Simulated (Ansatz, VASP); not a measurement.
# Ti2Al6CO in VASP and in Ansatz

```xyz
10
Lattice="5.0970 0.0000 0.0000 2.1962 4.5996 0.0000 0.0000 0.0000 22.1362" Properties=species:S:1:pos:R:3 pbc="T T T"
Al    2.5485    0.0000    4.0000
Al    1.0981    2.2998    4.0000
Al    0.0000    0.0000    5.3595
Al    1.0981    2.2998    6.8097
Al    2.5485    0.0000    6.8097
Al    3.6466    2.2998    8.1362
Ti    3.6466    2.2998    5.3595
Ti    0.0000    0.0000    8.0723
C     0.0000    0.0000   10.8362
O     0.0000    0.0000   11.9962
```

Alike in both runs: task single point; functional PBE; k mesh 6 × 6 × 1; occupations gaussian, width 0.1 eV; no spin polarisation.

```csv
,VASP,Ansatz
version,VASP 6.6.1,Ansatz 0.2.0
potentials or method,"VASP PAW PBE potentials, release 64 (Al, Ti_sv, C, O), cutoff 520 eV","scalar-relativistic, plane waves, PAW"
valence electrons in the cell,52,52
```

```tsv
	VASP	Ansatz	Ansatz less VASP
gap on the k mesh at the Fermi level (eV)	none	none	-
rms of the force components (eV/Å)	0.385	0.513	+0.1283
```

A gap of «none» marks a metal or a gap that the smearing closes.

Noted on VASP's run: the standard files for N, O and F lose accuracy on very short bonds.
